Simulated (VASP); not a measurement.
# Cl (Pm-3m) in VASP: notebook

Cl is run at these levels: PBE; tasks: single point.

Everything below comes from runs of VASP 6.6.1. Logs are shortened: lines on timing, memory, paths and dates and some standing lists are left out, and cuts for length are marked.

### 1 The cell of the first run

The structure is cubic, space group Pm-3m (No. 221). The conventional cell has a = 2.112 Å, b = 2.112 Å, c = 2.112 Å, α = 90.00°, β = 90.00°, γ = 90.00°. Cl (site symmetry m-3m) has 6 Cl at 2.11 Å within 2.8 Å.

### 2 Single point, PBE (volume scaled by 0.4)

INCAR

```
SYSTEM = Cl
PREC = Accurate
ENCUT = 520
EDIFF = 1E-6
ISMEAR = -1
SIGMA = 0.1
LREAL = .False.
LASPH = .True.
NELM = 60
ALGO = Normal
ISIF = 2
LWAVE = .False.
LCHARG = .False.
GGA = PE
NBANDS = 10
```

KPOINTS

```
Automatic mesh
0
Gamma
  15 15 15
  0 0 0
```

POSCAR

```
Cl
1.0
    2.1123453979      0.0000000000      0.0000000000
    0.0000000000      2.1123453979      0.0000000000
    0.0000000000      0.0000000000      2.1123453979
Cl
1
Direct
    0.0000000000      0.0000000000      0.0000000000
```

Potentials or basis: VASP PAW PBE potentials, release 64 (Cl).

Run with:

```
$ cat potpaw_PBE.64/Cl/POTCAR > POTCAR
$ mpirun -np 1 vasp_std > vasp.out
```

OUTCAR:

```text
SYSTEM = Cl
   PREC = Accurate
   ENCUT = 520
   EDIFF = 1E-6
   ISMEAR = -1
   LREAL = .False.
   LASPH = .True.
   NELM = 60
   ISIF = 2
   GGA = PE

 ion  position               nearest neighbor table
   1  0.000  0.000  0.000-

  LATTYP: Found a simple cubic cell.
 ALAT       =     2.1123453979

  Lattice vectors:

 A1 = (   2.1123453979,   0.0000000000,   0.0000000000)
 A2 = (   0.0000000000,   2.1123453979,   0.0000000000)
 A3 = (   0.0000000000,   0.0000000000,   2.1123453979)

Analysis of symmetry for initial positions (statically):
=====================================================================
 Subroutine PRICEL returns:
 Original cell was already a primitive cell.

 Routine SETGRP: Setting up the symmetry group for a
 simple cubic supercell.

 Subroutine GETGRP returns: Found 48 space group operations
 (whereof 48 operations were pure point group operations)
 out of a pool of 48 trial point group operations.

The static configuration has the point symmetry O_h .

Analysis of symmetry for dynamics (positions and initial velocities):
=====================================================================
 Subroutine PRICEL returns:
 Original cell was already a primitive cell.

 Routine SETGRP: Setting up the symmetry group for a
 simple cubic supercell.

 Subroutine GETGRP returns: Found 48 space group operations
 (whereof 48 operations were pure point group operations)
 out of a pool of 48 trial point group operations.

The dynamic configuration has the point symmetry O_h .

 Subroutine INISYM returns: Found 48 space group operations
 (whereof 48 operations are pure point group operations),
 and found     1 'primitive' translations

----------------------------------------------------------------------------------------

                                     Primitive cell

  volume of cell :       9.4253

  direct lattice vectors                    reciprocal lattice vectors
     2.112345398  0.000000000  0.000000000     0.473407427  0.000000000  0.000000000
     0.000000000  2.112345398  0.000000000     0.000000000  0.473407427  0.000000000
     0.000000000  0.000000000  2.112345398     0.000000000  0.000000000  0.473407427

  length of vectors
     2.112345398  2.112345398  2.112345398     0.473407427  0.473407427  0.473407427

  position of ions in fractional coordinates (direct lattice)
     0.000000000  0.000000000  0.000000000

  ion indices of the primitive-cell ions
   primitive index   ion index
                 1           1

----------------------------------------------------------------------------------------

 KPOINTS: Automatic mesh

Automatic generation of k-mesh.
 Grid dimensions read from file:
 generate k-points for:   15   15   15

 Generating k-lattice:

  Cartesian coordinates                     Fractional coordinates (reciprocal lattice)
     0.031560495  0.000000000  0.000000000     0.066666667  0.000000000  0.000000000
     0.000000000  0.031560495  0.000000000     0.000000000  0.066666667  0.000000000
     0.000000000  0.000000000  0.031560495     0.000000000  0.000000000  0.066666667

  Length of vectors
     0.031560495  0.031560495  0.031560495

  Shift w.r.t. Gamma in fractional coordinates (k-lattice)
     0.000000000  0.000000000  0.000000000

 Subroutine IBZKPT returns following result:
 ===========================================

 Found    120 irreducible k-points:

 Following reciprocal coordinates:
            Coordinates               Weight
  0.000000  0.000000  0.000000      1.000000
  0.066667  0.000000  0.000000      6.000000
  0.133333  0.000000  0.000000      6.000000
  0.200000  0.000000  0.000000      6.000000
  0.266667  0.000000  0.000000      6.000000
  0.333333  0.000000  0.000000      6.000000
[... 16 lines left out ...]
  0.266667  0.200000  0.000000     24.000000
  0.333333  0.200000  0.000000     24.000000
 [... further k-points ...]
   k-points           NKPTS =    120   k-points in BZ     NKDIM =    120   number of bands    NBANDS=     10
   number of dos      NEDOS =    301   number of ions     NIONS =      1
   total plane-waves  NPLWV =   4096
   dimension x,y,z NGX =    16 NGY =   16 NGZ =   16
   dimension x,y,z NGXF=    32 NGYF=   32 NGZF=   32
   ions per type =               1
   NGX,Y,Z   is equivalent  to a cutoff of  12.59, 12.59, 12.59 a.u.
   NGXF,Y,Z  is equivalent  to a cutoff of  25.18, 25.18, 25.18 a.u.
 SYSTEM =  Cl
   PREC   = accura    normal or accurate (medium, high low for compatibility)
   ISTART =      0    job   : 0-new  1-cont  2-samecut
   ICHARG =      2    charge: 1-file 2-atom 10-const
   ISPIN  =      1    spin polarized calculation?
   LNONCOLLINEAR =      F non collinear calculations
   LSORBIT =      F    spin-orbit coupling
   LASPH  =      T    aspherical Exc in radial PAW
   ENCUT  =  520.0 eV  38.22 Ry    6.18 a.u.   3.93  3.93  3.93*2*pi/ulx,y,z
   NELM   =     60;   NELMIN=  2; NELMDL= -5     # of ELM steps
   EDIFF  = 0.1E-05   stopping-criterion for ELM
   LREAL  =      F    real-space projection
   EDIFFG = 0.1E-04   stopping-criterion for IOM
   NSW    =      0    number of steps for IOM
   IBRION =     -1    ionic relax: 0-MD 1-quasi-New 2-CG
   NFREE  =      0    steps in history (QN), initial steepest desc. (CG)
   ISIF   =      2    stress and relaxation
   ISYM   =      2    0-nonsym 1-usesym 2-fastsym
   POTIM  = 0.5000    time-step for ionic-motion
   TEBEG  =    0.0;   TEEND  =   0.0 temperature during run
   PSTRESS=    0.0 pullay stress
   NELECT =       7.0000    total number of electrons
   NUPDOWN=      -1.0000    fix difference up-down
   EMIN   =  10.00;   EMAX   =-10.00  energy-range for DOS
   EFERMI =   0.00;   METHOD = LEGACY
   ISMEAR =    -1;   SIGMA  =   0.10  broadening in eV -4-tet -1-fermi 0-gaus
   EFERMI_NEDOS =   21; number of points for ismear=-14 and -15
   IALGO  =     38    algorithm
   IMIX   =      4    mixing-type and parameters
     AMIX     =   0.40;   BMIX     =  1.00
     AMIX_MAG =   1.60;   BMIX_MAG =  1.00
  volume/ion in A,a.u.               =       9.43        63.61
  Fermi-wavevector in a.u.,A,eV,Ry     =   1.482550  2.801613 29.904972  2.197953
  Thomas-Fermi vector in A             =   2.596322
   LORBIT       =      0    0 simple, 1 ext, 2 COOP (PROOUT), +10 PAW based schemes
   GGA     = PE    functional components
   LHFCALC =     F    Hartree Fock is set to
   AEXX    =    0.0000 exact exchange contribution
   IVDW    =     0    specifies the selected vdW correction
   LEPSILON=     F    determine dielectric tensor
   LRPA    =     F    only Hartree local field effects (RPA)
 non-spin polarized calculation
  energy-cutoff  :      520.00
  volume of cell :        9.43
 maximum number of plane-waves:       280
 NGX is ok and might be reduce to    16
   NGX =  7   NGY =  7   NGZ =  7

 number of electron       6.9999995 magnetization

 Free energy of the ion-electron system (eV)
  ---------------------------------------------------
  ext. energy  EPLUGINS =         0.00000000
  ---------------------------------------------------
  free energy    TOTEN  =         3.61813693 eV

  energy without entropy =        3.63454111  energy(sigma->0) =        3.62633902

 E-fermi :  17.7216     XC(G=0): -13.7273

 val. band max:       17.6833796268   @ k =   0.4000   0.4000   0.0667
 cond. band min:      17.7505198329   @ k =   0.1333   0.0667   0.0000
 fundamental gap:      0.0671402061
 Fermi energy:        17.7215750481

 k-point     1 :       0.0000    0.0000    0.0000
  band No.  band energies     occupation
      1      -9.8727      2.00000
      2      17.2910      1.97338
      3      17.2910      1.97338
      4      17.2910      1.97338
      5      22.3053      0.00000
      6      22.3053      0.00000
      7      31.1472      0.00000
      8      45.2579      0.00000
      9      45.2579      0.00000
     10      45.2579      0.00000

 k-point     2 :       0.0667    0.0000    0.0000
  band No.  band energies     occupation
      1      -9.7443      2.00000
      2      15.6547      2.00000
      3      17.3841      1.93382
      4      17.3841      1.93382
      5      22.4081      0.00000
      6      23.8525      0.00000
      7      31.5280      0.00000
      8      44.1887      0.00000
      9      44.1887      0.00000
     10      45.3289      0.00000

 k-point     3 :       0.1333    0.0000    0.0000
  band No.  band energies     occupation
      1      -9.3615      2.00000
      2      12.8210      2.00000
      3      17.6580      1.30738
      4      17.6580      1.30738
      5      22.7098      0.00000
      6      26.2767      0.00000
      7      32.7729      0.00000
      8      41.8823      0.00000
      9      41.8823      0.00000
     10      45.5343      0.00000

 k-point     4 :       0.2000    0.0000    0.0000
  band No.  band energies     occupation
      1      -8.7327      2.00000
      2       9.9189      2.00000
      3      18.0949      0.04672
      4      18.0949      0.04672
      5      23.1881      0.00000
      6      28.2693      0.00000
      7      34.8946      0.00000
      8      39.3225      0.00000
      9      39.3225      0.00000
     10      45.8511      0.00000
[... 222 lines left out ...]
 k-point    22 :       0.2000    0.2000    0.0000
  band No.  band energies     occupation
      1      -7.5955      2.00000
      2      10.1693      2.00000
      3      11.7032      2.00000
      4      18.8854      0.00002
      5      26.5881      0.00000
      6      31.1912      0.00000
      7      33.6206      0.00000
      8      38.3950      0.00000
      9      39.7939      0.00000
     10      40.4185      0.00000

 k-point    23 :       0.2667    0.2000    0.0000
  band No.  band energies     occupation
      1      -6.7414      2.00000
      2       8.0385      2.00000
      3      11.7989      2.00000
      4      19.4380      0.00000
      5      27.1002      0.00000
      6      29.2437      0.00000
      7      35.8273      0.00000
      8      37.6999      0.00000
      9      39.7037      0.00000
     10      40.6581      0.00000

 k-point    24 :       0.3333    0.2000    0.0000
  band No.  band energies     occupation
      1      -5.7024      2.00000
      2       5.6461      2.00000
      3      12.5005      2.00000
      4      20.0468      0.00000
      5      26.1241      0.00000
      6      28.9664      0.00000
      7      35.6808      0.00000
      8      37.2339      0.00000
      9      40.7541      0.00000
     10      41.1959      0.00000

 [... further k-points ...]
[... 5 lines left out ...]
  --------------------------------------------------------------------------------------
  -------------------------------------------------------------------------------------
  Total       12.5824662     12.5824662     12.5824662     -0.0000000     -0.0000000      0.0000000
  in kB     2138.8560483   2138.8560483   2138.8560483     -0.0000000     -0.0000000      0.0000000
  external PRESSURE =    2138.8560483 kB  Pullay stress =       0.0000000 kB

 VOLUME and BASIS-vectors are now :
 -----------------------------------------------------------------------------
  energy-cutoff  :      520.00
  volume of cell :        9.43
      direct lattice vectors                 reciprocal lattice vectors
     2.112345398  0.000000000  0.000000000     0.473407427  0.000000000  0.000000000
     0.000000000  2.112345398  0.000000000     0.000000000  0.473407427  0.000000000
     0.000000000  0.000000000  2.112345398     0.000000000  0.000000000  0.473407427

 POSITION                                       TOTAL-FORCE (eV/Angst)
 -----------------------------------------------------------------------------------
      0.00000      0.00000      0.00000         0.000000      0.000000      0.000000
 -----------------------------------------------------------------------------------
    total drift:                                0.000000      0.000000      0.000000

  FREE ENERGIE OF THE ION-ELECTRON SYSTEM (eV)
  ---------------------------------------------------
  free  energy   TOTEN  =         3.6181369296 eV

  energy  without entropy=        3.6345411086  energy(sigma->0) =        3.62633902
```

Wall time 11 s (1 thread of AMD EPYC 7R13, shared host); peak memory 0.09 GiB.

What came out:

- Free energy: 3.6181 eV
- Pressure: 213.9 GPa

Levels at points of the mesh, in eV from the Fermi level:
```
           k point  band 1  band 2  band 3  band 4  band 5  band 6  band 7  band 8
(0.00, 0.00, 0.00)  -27.59   -0.43   -0.43   -0.43    4.58    4.58   13.43   27.54
```

Caveat: an odd number of electrons without spin polarisation forces a metal; a magnetic or distorted state may lie lower.

### 3 Single point, PBE (volume scaled by 0.4)

INCAR

```
ALGO     = Normal         # electronic algorithm
EDIFF    = 1E-6           # SCF threshold, eV
ENCUT    = 520            # plane-wave cutoff, eV
GGA      = PE             # functional
ISIF     = 2              # what is computed and relaxed
ISMEAR   = -1             # smearing method
LASPH    = True           # aspherical terms in the spheres
LCHARG   = False          # write CHGCAR
LREAL    = False          # projectors in reciprocal space
LWAVE    = False          # write WAVECAR
NBANDS   = 10             # bands
NELM     = 60             # most SCF steps
PREC     = Accurate       # precision mode
SIGMA    = 0.1            # smearing width, eV
```

KPOINTS

```
k-points
0
Gamma
  15 15 15
```

POSCAR is that of step 2.

Potentials or basis: VASP PAW PBE potentials, release 64 (Cl).

Run with:

```
$ cat potpaw_PBE.64/Cl/POTCAR > POTCAR
$ mpirun -np 1 vasp_std > vasp.out
```

It took 11 s on 1 thread of AMD EPYC 7R13, shared host; peak memory 0.09 GiB.

The run converged. Its results:

```
Free energy : 3.6181 eV
Pressure    : 213.9 GPa
```

Levels at points of the mesh, in eV from the Fermi level:
| k point | band 2 | band 3 | band 4 | band 5 | band 6 | band 7 |
| --- | --- | --- | --- | --- | --- | --- |
| (0.00, 0.00, 0.00) | -0.43 | -0.43 | -0.43 | 4.58 | 4.58 | 13.43 |

Caveat: an odd number of electrons without spin polarisation forces a metal; a magnetic or distorted state may lie lower.

### 4 Single point, PBE (volume scaled by 0.45)

INCAR

```
SYSTEM = Cl
ALGO     = Normal         ! electronic algorithm
EDIFF    = 1E-7           ! SCF threshold, eV
ENCUT    = 520            ! plane-wave cutoff, eV
GGA      = PE             ! functional
ISIF     = 2              ! what is computed and relaxed
ISMEAR   = -1             ! smearing method
LASPH    = .True.         ! aspherical terms in the spheres
LCHARG   = .False.        ! write CHGCAR
LREAL    = .False.        ! projectors in reciprocal space
LWAVE    = .False.        ! write WAVECAR
NBANDS   = 10             ! bands
NELM     = 60             ! most SCF steps
PREC     = Accurate       ! precision mode
SIGMA    = 0.1            ! smearing width, eV
```

KPOINTS

```
k-points
0
Gamma
  15 15 15
  0 0 0
```

POSCAR

```
Cl
1.0
    2.1969277455      0.0000000000      0.0000000000
    0.0000000000      2.1969277455      0.0000000000
    0.0000000000      0.0000000000      2.1969277455
Cl
1
Direct
    0.0000000000      0.0000000000      0.0000000000
```

Run with:

```
$ cat potpaw_PBE.64/Cl/POTCAR > POTCAR
$ mpirun -np 1 vasp_std > vasp.out
```

Run time: 11 s. Hardware: 1 thread of AMD EPYC 7R13, shared host; peak memory 0.08 GiB.

It converged, with:

| Item | Value |
| --- | --- |
| Free energy | 2.2315 eV |
| Pressure | 166.1 GPa |

Levels at points of the mesh, in eV from the Fermi level:
```csv
k point,band 1,band 2,band 3,band 4,band 5,band 6,band 7,band 8
"(0.00, 0.00, 0.00)",-25.54,-0.57,-0.57,-0.57,5.44,5.44,12.21,26.10
```

Caveat: an odd number of electrons without spin polarisation forces a metal; a magnetic or distorted state may lie lower.
